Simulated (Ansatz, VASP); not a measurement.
**Two plane-wave programs on Ti15CO32**

```xyz
48
Lattice="-4.5453 5.5196 4.9092 4.5453 -5.5196 4.9092 4.5453 5.5196 -4.9092" Properties=species:S:1:pos:R:3 pbc="T T T"
C     2.2727    3.7147    3.6819
Ti    2.2727    3.7147   -1.2273
Ti    2.2727   -1.8050    3.6819
Ti   -2.2727    3.7147    3.6819
Ti    0.0000    4.5648    1.2273
Ti    4.5453   -0.9548    1.2273
Ti    4.5453    4.5648   -3.6819
Ti    4.5453    4.5648    1.2273
Ti    2.2727    1.8050    1.2273
Ti    2.2727    1.8050    6.1365
Ti    2.2727    7.3246    1.2273
Ti    6.8180    1.8050    1.2273
Ti    0.0000    0.9548    3.6819
Ti    0.0000    0.9548    8.5911
Ti    0.0000    6.4745    3.6819
Ti    4.5453    0.9548    3.6819
O     3.3115    3.4126    0.3994
O     3.3115    3.4126    5.3086
O    -1.2338    3.4126    5.3086
O     3.3115   -2.1070    5.3086
O     1.0388    4.8668    4.5098
O     1.0388    4.8668   -0.3994
O     1.0388   -0.6528    4.5098
O    -3.5065    4.8668    4.5098
O     3.5065    4.8668    2.8540
O     3.5065    4.8668   -2.0552
O     3.5065   -0.6528    2.8540
O    -1.0388    4.8668    2.8540
O     1.2338    3.4126    2.0552
O     5.7792   -2.1070    2.0552
O     5.7792    3.4126   -2.8540
O     5.7792    3.4126    2.0552
O     3.3115    2.1070    2.8540
O    -1.2338    7.6266    2.8540
O    -1.2338    2.1070    7.7632
O    -1.2338    2.1070    2.8540
O     1.0388    0.6528    2.0552
O     1.0388    0.6528    6.9644
O     1.0388    6.1725    2.0552
O     5.5842    0.6528    2.0552
O     3.5065    0.6528    0.3994
O     3.5065    0.6528    5.3086
O     3.5065    6.1725    0.3994
O     8.0519    0.6528    0.3994
O     1.2338    2.1070    4.5098
O     1.2338    2.1070   -0.3994
O     5.7792    2.1070   -0.3994
O     1.2338    7.6266   -0.3994
```

Alike in both runs: task electric field gradients; functional PBE; k mesh 3 × 3 × 3; occupations fermi-dirac, width 0.01 eV; no spin polarisation.

```csv
,VASP,Ansatz
version,VASP 6.6.1,Ansatz 0.2.0
potentials or method,"VASP PAW PBE potentials, release 64 (C, Ti_sv, O)","plane-wave PAW, scalar-relativistic"
plane-wave cutoff (eV),520,420
valence electrons in the cell,376,376
```

Ansatz gave:

* gap on the k mesh at the Fermi level (eV): 0.60
* pressure (GPa): 0.9
* traceless stress, the component that is largest in VASP (GPa): 0.59
* rms of the force components (eV/Å): 0.444
* size of Vzz on the site where it differs most (V/Å²): 134.7

What did VASP give for the same quantities?

gap on the k mesh at the Fermi level (eV): 0.59; pressure (GPa): 1.5; traceless stress, the component that is largest in VASP (GPa): 0.53; rms of the force components (eV/Å): 0.450; size of Vzz on the site where it differs most (V/Å²): 137.6.

Atom by atom the forces differ by 0.018 eV/Å (rms over components).
